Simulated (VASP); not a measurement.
Set up this calculation in VASP 6.6.1, as the native input.

```yaml
Task: single point
Functional: HSE06
Potentials_or_basis: VASP PAW PBE potentials, release 64 (Zr_sv, S)
Cutoff: 400 eV
k_mesh: 6 × 6 × 4
Occupations: gaussian, width 0.01 eV
Spin: no spin polarisation
Dipole_correction: no
Grid_for_exact_exchange_PRECFOCK: Normal
Further_INCAR_settings: ALGO = Normal; EDIFF = 1e-06; NBANDS = 19
Share_of_exact_exchange: 0.25
Screening_parameter: 0.2079 1/Å
```

ZrS2:

```
Zr S
1.0
     3.67440    0.00000    0.00000
    -1.83720    3.18212    0.00000
     0.00000    0.00000    5.97399
Zr S
1 2
Direct
  0.00000 0.00000 0.00000
  0.33333 0.66667 0.24194
  0.66667 0.33333 0.75806
```

This cell differs from its parent crystal: uniaxial z strain +2.0%.

One way to write it, as run:

POSCAR

```
ZrS2
1.0
    3.6743990850      0.0000000000      0.0000000000
   -1.8371995425      3.1821229513      0.0000000000
    0.0000000000      0.0000000000      5.9739933996
Zr S
1 2
Direct
    0.0000000000      0.0000000000      0.0000000000
    0.3333333333      0.6666666667      0.2419409647
    0.6666666667      0.3333333333      0.7580590353
```

INCAR.step1

```
  PREC = Accurate
  ENCUT = 400
  EDIFF = 1E-5
  ISMEAR = 0
  SIGMA = 0.01
  LREAL = False
  LASPH = True
  NELM = 120
  ALGO = Normal
  ISIF = 2
  LWAVE = True
  GGA = PE
  NBANDS = 19
  GGA_COMPAT = False
```

INCAR.step2

```
  PREC = Accurate
  ENCUT = 400
  EDIFF = 1E-6
  ISMEAR = 0
  SIGMA = 0.01
  LREAL = False
  LASPH = True
  NELM = 120
  ALGO = Normal
  ISIF = 2
  LWAVE = False
  LCHARG = True
  GGA = PE
  LHFCALC = True
  HFSCREEN = 0.2079
  PRECFOCK = Normal
  LELF = True
  LVHAR = True
  ISTART = 1
  NBANDS = 19
  GGA_COMPAT = False
```

KPOINTS

```
Automatic mesh
0
Gamma
  6 6 4
```

Potentials or basis: VASP PAW PBE potentials, release 64 (Zr_sv, S).

Launch:

```console
$ cat potpaw_PBE.64/Zr_sv/POTCAR potpaw_PBE.64/S/POTCAR > POTCAR
$ cp INCAR.step1 INCAR
$ mpirun -np 1 vasp_std > vasp.out
$ cp INCAR.step2 INCAR
$ mpirun -np 1 vasp_std > vasp.out
```

Results of the run:

```
Pressure               : -0.3 GPa
Largest force          : 0.190 eV/Å
Band gap on the k mesh : 1.79 eV (least direct gap 2.50 eV)
```

Caveat: the cell differs from its parent crystal (uniaxial z strain +2.0%); the PAW data sets were made with another functional, which shifts forces and pressure a little; this functional lacks dispersion, which binds the layers, so the pressure and a relaxed spacing across them are unreliable.

It took 51 min on 1 thread of Intel(R) Xeon(R) Platinum 8259CL CPU @ 2.50GHz (Skylake/Cascade Lake), with other jobs on the host, peak memory 0.28 GiB.
